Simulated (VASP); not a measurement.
A run of VASP 6.6.1:

INCAR

```
SYSTEM = PbS
PREC = Accurate ; ENCUT = 520
EDIFF = 1E-7 ; ISMEAR = -1
SIGMA = 0.05 ; LREAL = .False.
LASPH = .True. ; NELM = 100
ALGO = Normal ; ISIF = 2
LWAVE = .False. ; LCHARG = .False.
NBANDS = 17
```

The input KPOINTS:

```
regular mesh
0
Gamma
  8 8 7
  0 0 0
```

POSCAR

```
PbS
1.0
    3.9351448654      0.0000000000      0.0000000000
   -1.9675724327      3.4079354210      0.0000000000
    0.0000000000      0.0000000000      3.7253175323
Pb S
1 1
Direct
    0.0000000000      0.0000000000      0.0000000000
    0.6666666667      0.3333333333      0.5000000000
```

Potentials or basis: VASP PAW LDA potentials, release 64 (Pb_d, S).

The run is started by

```console
$ cat potpaw_LDA.64/Pb_d/POTCAR potpaw_LDA.64/S/POTCAR > POTCAR
$ mpirun -np 1 vasp_std > vasp.out
```

Hardware: 1 thread of Intel Xeon 8259CL (shared host).

**Question.** Estimate the wall time of this run.

**Answer.** Wall time 48 s on 1 thread of Intel Xeon 8259CL (shared host), peak memory 0.17 GiB. Counts: scf iterations 13, k points 40.
